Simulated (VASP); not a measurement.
Crystal: Nb.

```
CELL_PARAMETERS angstrom
2.66560 0.00000 0.00000
0.00000 2.66560 0.00000
0.00000 0.00000 2.66560
ATOMIC_POSITIONS crystal
Nb 0.00000 0.00000 0.00000
```

Base run:

| Quantity | Value |
| --- | --- |
| Program | VASP 6.6.1 |
| Functional | LDA |
| Potentials or basis | VASP PAW LDA potentials, release 64 (Nb_sv) |
| Cutoff | 520 eV |
| k mesh | 19 × 19 × 19 |
| Occupations | fermi-dirac, width 0.1 eV |
| Spin | no spin polarisation |

Its results: pressure -0.4 GPa.

Question: The run is repeated on the same cell with these changes: k mesh from 19 × 19 × 19 to 13 × 13 × 13. What comes out?

Answer: Pressure -1.2 GPa.
